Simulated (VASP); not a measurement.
# Al in VASP: single point with PBE

Aim: the single point of Al with PBE.

All numbers are computed with VASP 6.6.1; they aren't measurements. Logs are shortened: lines on timing, memory, paths and dates and some standing lists are left out, and cuts for length are marked.

## Step 1: The cell of the first run

The cell holds a slab with vacuum, 12 atoms: a = 5.058 Å, b = 5.058 Å, c = 32.625 Å, α = 90.00°, β = 90.00°, γ = 120.00°.

## Step 2: Single point, PBE

Contents of INCAR:

```
PREC = Accurate
ENCUT = 400
EDIFF = 1E-6
ISMEAR = 1
SIGMA = 0.1
LREAL = F
LASPH = T
NELM = 120
ALGO = Normal
ISIF = 2
LWAVE = F
LCHARG = F
LDIPOL = T
IDIPOL = 3
DIPOL = 0.5 0.5 0.710
GGA = PE
NBANDS = 30
GGA_COMPAT = F
NELMDL = -8
```

Contents of KPOINTS:

```
regular mesh
0
Gamma
  9 9 1
```

Contents of POSCAR:

```
Al
1.0
    2.5288423366      4.3800834114      0.0000000000
   -5.0576846733      0.0000000000      0.0000000000
    0.0000000000      0.0000000000     32.6249777662
Al
12
Direct
    0.0000000000      0.0000000000      0.6069648524
    0.3333333333      0.6666666667      0.6073100725
    0.6666666667      0.3333333333      0.5985248562
    0.3397738080      1.0074464587      0.6754076493
    0.6676726507      0.6602261920      0.6754076493
   -0.0074464587      0.3323273493      0.6754076493
    0.6653552456      0.9970395262      0.7452121875
    0.0029604738      0.6683157194      0.7452121875
    0.3316842806      0.3346447544      0.7452121875
    0.0000000000      0.0000000000      0.8160931513
    0.3333333333      0.6666666667      0.8161475375
    0.6666666667      0.3333333333      0.8158230718
```

Potentials or basis: VASP PAW PBE potentials, release 64 (Al).

Launch:

```sh
$ cat potpaw_PBE.64/Al/POTCAR > POTCAR
$ mpirun -np 1 vasp_std > vasp.out
```

OUTCAR:

```text
PREC = Accurate
   ENCUT = 400
   EDIFF = 1E-6
   ISMEAR = 1
   LREAL = F
   LASPH = T
   NELM = 120
   ISIF = 2
   GGA = PE
   NELMDL = -8

 ion  position               nearest neighbor table
   1  0.000  0.000  0.607-   4 2.81   6 2.81   5 2.81   2 2.92   2 2.92   2 2.92   3 2.93   3 2.93
                             3 2.93
   2  0.333  0.667  0.607-   4 2.80   6 2.80   5 2.80   1 2.92   1 2.92   1 2.92   3 2.93   3 2.93
                             3 2.93
   3  0.667  0.333  0.599-   1 2.93   1 2.93   1 2.93   2 2.93   2 2.93   2 2.93   6 3.00   4 3.00
                             5 3.00
   4  0.340  0.007  0.675-   2 2.80   1 2.81   7 2.83   9 2.83   8 2.85   6 2.86   5 2.86   6 2.94
                             5 2.94   5 2.96   6 2.96   3 3.00
   5  0.668  0.660  0.675-   2 2.80   1 2.81   9 2.83   8 2.83   7 2.85   6 2.86   4 2.86   4 2.94
                             6 2.94   4 2.96   6 2.96   3 3.00
   6  0.993  0.332  0.675-   2 2.80   1 2.81   8 2.83   7 2.83   9 2.85   5 2.86   4 2.86   4 2.94
                             5 2.94   5 2.96   4 2.96   3 3.00
   7  0.665  0.997  0.745-   4 2.83   6 2.83   5 2.85  11 2.86  10 2.86  12 2.86   8 2.90   9 2.90
                             8 2.92   9 2.92   9 2.94   8 2.94
   8  0.003  0.668  0.745-   6 2.83   5 2.83   4 2.85  11 2.86  10 2.86  12 2.86   9 2.90   7 2.90
                             7 2.92   9 2.92   9 2.94   7 2.94
   9  0.332  0.335  0.745-   5 2.83   4 2.83   6 2.85  11 2.86  10 2.86  12 2.86   8 2.90   7 2.90
                             7 2.92   8 2.92   7 2.94   8 2.94
  10  0.000  0.000  0.816-   7 2.86   8 2.86   9 2.86  11 2.92  11 2.92  11 2.92  12 2.92  12 2.92
                            12 2.92
  11  0.333  0.667  0.816-   8 2.86   7 2.86   9 2.86  10 2.92  10 2.92  10 2.92  12 2.92  12 2.92
                            12 2.92
  12  0.667  0.333  0.816-   7 2.86   8 2.86   9 2.86  10 2.92  10 2.92  10 2.92  11 2.92  11 2.92
                            11 2.92

  LATTYP: Found a hexagonal cell.
 ALAT       =     5.0576846733
 C/A-ratio  =     6.4505756831

  Lattice vectors:

 A1 = (   2.5288423366,   4.3800834114,   0.0000000000)
 A2 = (  -5.0576846733,   0.0000000000,   0.0000000000)
 A3 = (   0.0000000000,   0.0000000000,  32.6249777662)

Analysis of symmetry for initial positions (statically):
=====================================================================
 Subroutine PRICEL returns:
 Original cell was already a primitive cell.

 Routine SETGRP: Setting up the symmetry group for a
 hexagonal supercell.

 Subroutine GETGRP returns: Found  3 space group operations
 (whereof  3 operations were pure point group operations)
 out of a pool of 24 trial point group operations.

The static configuration has the point symmetry C_3 .

Analysis of symmetry for dynamics (positions and initial velocities):
=====================================================================
 Subroutine PRICEL returns:
 Original cell was already a primitive cell.

 Routine SETGRP: Setting up the symmetry group for a
 hexagonal supercell.

 Subroutine GETGRP returns: Found  3 space group operations
 (whereof  3 operations were pure point group operations)
 out of a pool of 24 trial point group operations.

The dynamic configuration has the point symmetry C_3 .

 Subroutine INISYM returns: Found  3 space group operations
 (whereof  3 operations are pure point group operations),
 and found     1 'primitive' translations

----------------------------------------------------------------------------------------

                                     Primitive cell

  volume of cell :     722.7438

  direct lattice vectors                    reciprocal lattice vectors
     2.528842337  4.380083411  0.000000000     0.000000000  0.228306154  0.000000000
    -5.057684673  0.000000000  0.000000000    -0.197718930  0.114153077  0.000000000
     0.000000000  0.000000000 32.624977766     0.000000000  0.000000000  0.030651362

  length of vectors
     5.057684673  5.057684673 32.624977766     0.228306154  0.228306154  0.030651362

  position of ions in fractional coordinates (direct lattice)
     0.000000000  0.000000000  0.606964852
     0.333333333  0.666666667  0.607310072
     0.666666667  0.333333333  0.598524856
     0.339773808  0.007446459  0.675407649
     0.667672651  0.660226192  0.675407649
     0.992553541  0.332327349  0.675407649
     0.665355246  0.997039526  0.745212188
     0.002960474  0.668315719  0.745212188
     0.331684281  0.334644754  0.745212188
     0.000000000  0.000000000  0.816093151
     0.333333333  0.666666667  0.816147538
     0.666666667  0.333333333  0.815823072

  ion indices of the primitive-cell ions
   primitive index   ion index
                 1           1
                 2           2
                 3           3
                 4           4
                 5           5
                 6           6
                 7           7
                 8           8
                 9           9
                10          10
                11          11
                12          12

----------------------------------------------------------------------------------------

 KPOINTS: regular mesh

Automatic generation of k-mesh.
 Grid dimensions read from file:
 generate k-points for:    9    9    1

 Generating k-lattice:

  Cartesian coordinates                     Fractional coordinates (reciprocal lattice)
     0.000000000  0.025367350  0.000000000     0.111111111  0.000000000  0.000000000
    -0.021968770  0.012683675  0.000000000     0.000000000  0.111111111  0.000000000
     0.000000000  0.000000000  0.030651362     0.000000000  0.000000000  1.000000000

  Length of vectors
     0.025367350  0.025367350  0.030651362

  Shift w.r.t. Gamma in fractional coordinates (k-lattice)
     0.000000000  0.000000000  0.000000000

 Subroutine IBZKPT returns following result:
 ===========================================

 Found     15 irreducible k-points:

 Following reciprocal coordinates:
            Coordinates               Weight
  0.000000  0.000000  0.000000      1.000000
  0.111111  0.000000  0.000000      6.000000
  0.222222  0.000000  0.000000      6.000000
  0.333333  0.000000  0.000000      6.000000
  0.444444  0.000000  0.000000      6.000000
  0.111111  0.111111  0.000000      6.000000
  0.222222  0.111111  0.000000      6.000000
 -0.222222  0.333333  0.000000      6.000000
  0.333333  0.111111  0.000000      6.000000
 -0.333333  0.444444  0.000000      6.000000
  0.444444  0.111111  0.000000      6.000000
  0.222222  0.222222  0.000000      6.000000
  0.333333  0.222222  0.000000      6.000000
 -0.333333 -0.444444  0.000000      6.000000
  0.333333  0.333333  0.000000      2.000000
   k-points           NKPTS =     15   k-points in BZ     NKDIM =     15   number of bands    NBANDS=     30
   number of dos      NEDOS =    301   number of ions     NIONS =     12
   total plane-waves  NPLWV = 279936
   dimension x,y,z NGX =    36 NGY =   36 NGZ =  216
   dimension x,y,z NGXF=    72 NGYF=   72 NGZF=  432
   ions per type =              12
   NGX,Y,Z   is equivalent  to a cutoff of  11.83, 11.83, 11.01 a.u.
   NGXF,Y,Z  is equivalent  to a cutoff of  23.67, 23.67, 22.01 a.u.
 SYSTEM =  unknown system
   PREC   = accura    normal or accurate (medium, high low for compatibility)
   ISTART =      0    job   : 0-new  1-cont  2-samecut
   ICHARG =      2    charge: 1-file 2-atom 10-const
   ISPIN  =      1    spin polarized calculation?
   LNONCOLLINEAR =      F non collinear calculations
   LSORBIT =      F    spin-orbit coupling
   LASPH  =      T    aspherical Exc in radial PAW
   ENCUT  =  400.0 eV  29.40 Ry    5.42 a.u.   8.25  8.25 53.20*2*pi/ulx,y,z
   NELM   =    120;   NELMIN=  2; NELMDL= -8     # of ELM steps
   EDIFF  = 0.1E-05   stopping-criterion for ELM
   LREAL  =      F    real-space projection
   EDIFFG = 0.1E-04   stopping-criterion for IOM
   NSW    =      0    number of steps for IOM
   IBRION =     -1    ionic relax: 0-MD 1-quasi-New 2-CG
   NFREE  =      0    steps in history (QN), initial steepest desc. (CG)
   ISIF   =      2    stress and relaxation
   ISYM   =      2    0-nonsym 1-usesym 2-fastsym
   POTIM  = 0.5000    time-step for ionic-motion
   TEBEG  =    0.0;   TEEND  =   0.0 temperature during run
   PSTRESS=    0.0 pullay stress
   NELECT =      36.0000    total number of electrons
   NUPDOWN=      -1.0000    fix difference up-down
   EMIN   =  10.00;   EMAX   =-10.00  energy-range for DOS
   EFERMI =   0.00;   METHOD = LEGACY
   ISMEAR =     1;   SIGMA  =   0.10  broadening in eV -4-tet -1-fermi 0-gaus
   EFERMI_NEDOS =   21; number of points for ismear=-14 and -15
   IALGO  =     38    algorithm
   IMIX   =      4    mixing-type and parameters
     AMIX     =   0.40;   BMIX     =  1.00
     AMIX_MAG =   1.60;   BMIX_MAG =  1.00
  volume/ion in A,a.u.               =      60.23       406.44
  Fermi-wavevector in a.u.,A,eV,Ry     =   0.602348  1.138273  4.936510  0.362823
  Thomas-Fermi vector in A             =   1.654923
   LORBIT       =      0    0 simple, 1 ext, 2 COOP (PROOUT), +10 PAW based schemes
   GGA     = PE    functional components
   LHFCALC =     F    Hartree Fock is set to
   AEXX    =    0.0000 exact exchange contribution
   IVDW    =     0    specifies the selected vdW correction
   LEPSILON=     F    determine dielectric tensor
   LRPA    =     F    only Hartree local field effects (RPA)
 non-spin polarized calculation
 Methfessel and Paxton  Order N= 1 SIGMA  =   0.10
  energy-cutoff  :      400.00
  volume of cell :      722.74
 maximum number of plane-waves:     13158
 NGX is ok and might be reduce to    36
   NGX = 17   NGY = 17   NGZ =107

 dipolmoment           0.000000      0.000000     -0.010023 electrons x Angstroem

 number of electron      36.0000000 magnetization

 dipolmoment           0.000000      0.000000      0.000322 electrons x Angstroem

 Free energy of the ion-electron system (eV)
  ---------------------------------------------------
  ext. energy  EPLUGINS =         0.00000000
  ---------------------------------------------------
  free energy    TOTEN  =       -42.47478895 eV

  energy without entropy =      -42.47925650  energy(sigma->0) =      -42.47627813

 E-fermi :  -0.6054     XC(G=0):  -3.4311

 val. band max:       -0.6623290570   @ k =   0.4444   0.0000   0.0000
 cond. band min:      -0.5845823866   @ k =   0.2222   0.0000   0.0000
 fundamental gap:      0.0777466704
 Fermi energy:        -0.6053781304

 k-point     1 :       0.0000    0.0000    0.0000
  band No.  band energies     occupation
      1     -11.2105      2.00000
      2     -10.1096      2.00000
      3      -8.4622      2.00000
      4      -6.1778      2.00000
      5      -3.8636      2.00000
      6      -3.7554      2.00000
[... 22 lines left out ...]
     29       1.5365      0.00000
     30       1.5365      0.00000

 k-point     2 :       0.1111    0.0000    0.0000
  band No.  band energies     occupation
      1     -11.1155      2.00000
      2     -10.0152      2.00000
      3      -8.3684      2.00000
      4      -6.0845      2.00000
      5      -5.2525      2.00000
      6      -4.4545      2.00000
[... 421 lines left out ...]
 k-point    15 :       0.3333    0.3333    0.0000
  band No.  band energies     occupation
      1      -8.6776      2.00000
      2      -8.6690      2.00000
      3      -8.6533      2.00000
      4      -7.6106      2.00000
      5      -7.6036      2.00000
      6      -7.5246      2.00000
[... 22 lines left out ...]
     29       3.5712      0.00000
     30       3.6136      0.00000

------------------------ aborting loop because EDIFF is reached ----------------------------------------

 vacuum level on the upper side and lower side of the slab       (xc-potential included)        -0.019        -0.021

  FORCE on cell =-STRESS in cart. coord.  units (eV):
  Direction    XX          YY          ZZ          XY          YZ          ZX
  --------------------------------------------------------------------------------------
  -------------------------------------------------------------------------------------
  Total       -5.4928741     -5.4928741     -2.2891760     -0.0000000      0.0000000      0.0000000
  in kB      -12.1765954    -12.1765954     -5.0746419     -0.0000000      0.0000000      0.0000000
  external PRESSURE =      -9.8092776 kB  Pullay stress =       0.0000000 kB

 VOLUME and BASIS-vectors are now :
 -----------------------------------------------------------------------------
  energy-cutoff  :      400.00
  volume of cell :      722.74
      direct lattice vectors                 reciprocal lattice vectors
     2.528842337  4.380083411  0.000000000     0.000000000  0.228306154  0.000000000
    -5.057684673  0.000000000  0.000000000    -0.197718930  0.114153077  0.000000000
     0.000000000  0.000000000 32.624977766     0.000000000  0.000000000  0.030651362

 POSITION                                       TOTAL-FORCE (eV/Angst)
 -----------------------------------------------------------------------------------
      0.00000      0.00000     19.80221        -0.000000     -0.000000     -0.129939
     -2.52884      1.46003     19.81348        -0.000000     -0.000000     -0.152376
      0.00000      2.92006     19.52686        -0.000000     -0.000000      0.509220
      0.82157      1.48824     22.03516         0.029848     -0.035927      0.061177
     -1.65078      2.92446     22.03516        -0.046038     -0.007886      0.061177
      0.82920      4.34747     22.03516         0.016190      0.043813      0.061177
     -3.36013      2.91431     24.31253        -0.018027      0.027854     -0.038964
     -3.37264      0.01297     24.31253        -0.015109     -0.029539     -0.038964
     -0.85375      1.45280     24.31253         0.033136      0.001684     -0.038964
      0.00000      0.00000     26.62502        -0.000000     -0.000000     -0.105085
     -2.52884      1.46003     26.62680        -0.000000     -0.000000     -0.092026
      0.00000      2.92006     26.61621        -0.000000     -0.000000     -0.096435
 -----------------------------------------------------------------------------------
    total drift:                                0.000000     -0.000000     -0.000018

  FREE ENERGIE OF THE ION-ELECTRON SYSTEM (eV)
  ---------------------------------------------------
  free  energy   TOTEN  =       -42.4747889493 eV

  energy  without entropy=      -42.4792564988  energy(sigma->0) =      -42.47627813

 vacuum level on the upper side and lower side of the slab         3.303         3.301
```

Run time: 13 min. Hardware: 1 thread of Intel Xeon 8259CL, shared host; peak memory 0.62 GiB.

Results:

```
Free energy            : -42.4748 eV
Largest force          : 0.509 eV/Å
Band gap on the k mesh : zero (bands 18 and 19 overlap by 1.85 eV)
```

Forces in eV/Å, atoms in the order of the input:
```
Al   0.000  0.000 -0.130
Al   0.000  0.000 -0.152
Al   0.000  0.000  0.509
Al   0.030 -0.036  0.061
Al  -0.046 -0.008  0.061
Al   0.016  0.044  0.061
Al  -0.018  0.028 -0.039
Al  -0.015 -0.030 -0.039
Al   0.033  0.002 -0.039
Al   0.000  0.000 -0.105
Al   0.000  0.000 -0.092
Al   0.000  0.000 -0.096
```

The gap in the log of VASP goes by the Fermi energy; the results here count the filled bands.